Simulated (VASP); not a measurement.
Input of a VASP 6.6.1 run:

Contents of INCAR:

```
PREC     = Accurate       # precision mode
ENCUT    = 520            # plane-wave cutoff, eV
EDIFF    = 1E-7           # SCF threshold, eV
ISMEAR   = 0              # smearing method
SIGMA    = 0.01           # smearing width, eV
LREAL    = F              # projectors in reciprocal space
LASPH    = T              # aspherical terms in the spheres
NELM     = 80             # most SCF steps
ALGO     = Normal         # electronic algorithm
ISIF     = 2              # what is computed and relaxed
LWAVE    = F              # write WAVECAR
LCHARG   = F              # write CHGCAR
GGA      = PE             # functional
NBANDS   = 11             # bands
```

File KPOINTS:

```
regular mesh
0
Gamma
  10 10 10
```

POSCAR

```
MgO
1.0
    0.0000000000      2.1267948278      2.1267948278
    2.1267948278      0.0000000000      2.1267948278
    2.1267948278      2.1267948278      0.0000000000
Mg O
1 1
Direct
    0.0000000000      0.0000000000      0.0000000000
    0.5000000000      0.5000000000      0.5000000000
```

Potentials or basis: VASP PAW PBE potentials, release 64 (Mg, O).

Command:

```console
$ cat potpaw_PBE.64/Mg/POTCAR potpaw_PBE.64/O/POTCAR > POTCAR
$ mpirun -np 1 vasp_std > vasp.out
```

(1) Estimate the band gap on the k mesh.

(2) Predict the pressure.

## Answers

(1) 4.45 eV, direct.

(2) -0.7 GPa.
